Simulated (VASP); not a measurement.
CdS: single point with PBE

Crystal: CdS.

```
Cd S
1.0
     0.00000    2.69122    2.69122
     2.69122    0.00000    2.69122
     2.69122    2.69122    0.00000
Cd S
1 1
Direct
  0.00000 0.00000 0.00000
  0.50000 0.50000 0.50000
```

```
Program             : VASP 6.6.1
Task                : single point
Functional          : PBE
Potentials or basis : VASP PAW PBE potentials, release 64 (Cd_sv_GW, S)
Cutoff              : 630 eV
k mesh              : 6 × 6 × 6
Occupations         : gaussian, width 0.01 eV
Spin                : no spin polarisation
```

```json
{"Pressure": "5.0 GPa", "Band gap on the k mesh": "0.25 eV (least direct gap 2.02 eV)"}
```

Levels at points of the mesh, in eV from the valence-band top:
| k point | band 9 | band 10 | band 11 | band 12 | band 13 | band 14 | band 15 | band 16 | band 17 | band 18 |
| --- | --- | --- | --- | --- | --- | --- | --- | --- | --- | --- |
| (0.00, 0.00, 0.00) | -7.74 | -7.74 | -0.87 | -0.87 | -0.87 | 1.14 | 9.24 | 9.24 | 9.24 | 11.12 |
| (0.50, 0.00, 0.00) | -7.50 | -7.50 | -5.08 | 0.00 | 0.00 | 3.45 | 5.86 | 5.86 | 7.25 | 12.49 |
| (0.50, 0.50, 0.00) | -7.43 | -6.64 | -4.58 | -2.35 | -2.35 | 0.25 | 5.96 | 10.14 | 11.62 | 11.62 |

It took 19 s on 1 thread of Intel(R) Xeon(R) Platinum 8259CL CPU @ 2.50GHz (Skylake/Cascade Lake) (shared host), peak memory 0.18 GiB.

Caveat: the cell stands under pressure; the structure was generated, so it needn't be the stable form of CdS; semilocal functionals underestimate gaps, and a narrow one can read as zero. A k mesh can miss the band edges.
